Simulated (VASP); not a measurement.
Wanted: the native input for a VASP 6.6.1 run.

```
Task                   : relaxation of cell and atoms
Functional             : PBE
Potentials or basis    : VASP PAW PBE potentials, release 64 (Ga_d)
Cutoff                 : 600 eV
k mesh                 : 10 × 10 × 10
Occupations            : fermi-dirac, width 0.05 eV
Spin                   : no spin polarisation
Target pressure        : 30 GPa
Dipole correction      : no
Further INCAR settings : ALGO = Normal; EDIFF = 1e-06; IBRION = 2; EDIFFG = -0.01; NSW = 60; ISIF = 3
```

The structure of Ga lies in POSCAR:

```
Ga
1.0
    2.7164800000      0.0000000000      0.0000000000
    0.0000000000      2.7164800000      0.0000000000
    0.0000000000      0.0000000000      2.7164800000
Ga
1
Direct
    0.0000000000      0.0000000000      0.0000000000
```

One way to write it, as run:

INCAR

```
PREC = Accurate ; ENCUT = 600
EDIFF = 1E-6 ; ISMEAR = -1
SIGMA = 0.05 ; LREAL = False
LASPH = True ; NELM = 100
ALGO = Normal ; ISIF = 3
LWAVE = False ; LCHARG = False
GGA = PE ; IBRION = 2
NSW = 60 ; EDIFFG = -0.01
PSTRESS = 300.0
```

KPOINTS

```
regular mesh
0
Gamma
  10 10 10
```

Potentials or basis: VASP PAW PBE potentials, release 64 (Ga_d).

The run is started by

```console
$ cat potpaw_PBE.64/Ga_d/POTCAR > POTCAR
$ mpirun -np 1 vasp_std > vasp.out
```

It gave:

```json
{
  "Relaxed volume": "14.86 Å³/atom",
  "Relaxed cell": "a = 2.458 Å, b = 2.458 Å, c = 2.458 Å, α = 90.00°, β = 90.00°, γ = 90.00°",
  "Space group after relaxing (to 0.05 Å)": "Pm-3m (No. 221)",
  "Energy change on relaxing (the enthalpy is what falls)": "+363.2 meV/atom",
  "Ionic steps": "7",
  "Pressure after relaxing": "30.0 GPa"
}
```

Caveat: the cell is relaxed towards a set pressure, so the enthalpy falls and the energy may rise; the volume moved by over 15 % at a fixed basis, so the end points are rough.

It took 37 s on 1 thread of Intel(R) Xeon(R) Platinum 8259CL CPU @ 2.50GHz (Skylake/Cascade Lake) (shared host), peak memory 0.16 GiB.
